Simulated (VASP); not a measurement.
Runs of VASP 6.6.1 on Y. The structure is that of space group Fm-3m (No. 225), or close to it. The cells are those of the table. This isn't the form of Y at room conditions, which is hcp.

```csv
task,cell,gap on the mesh (eV),pressure (GPa)
relaxation of cell and atoms,"relaxed from a = 3.521 Å, angles 60.0°, 1 atom",none,0.0
single point,"a = 3.504 Å, angles 60.0°, 1 atom",none,0.5
single point,"a = 3.521 Å, angles 60.0°, 1 atom",none,-0.1
single point,"a = 3.539 Å, angles 60.0°, 1 atom",none,(a)
```

Alike in all rows: level PBEsol; potentials or basis VASP PAW PBE potentials, release 64 (Y_sv); no spin polarisation; k mesh 8 × 8 × 8; cutoff (eV) 500; smearing fermi-dirac 0.1 eV.

Task: Fill in the values left out.

Result: (a) -0.7.

Caveats: the PAW data sets were made with another functional, which shifts forces and pressure a little.

A k mesh can miss the band edges, and the runs leave out spin-orbit coupling on Y.

A gap of «none» marks levels without a gap at the run's occupations.
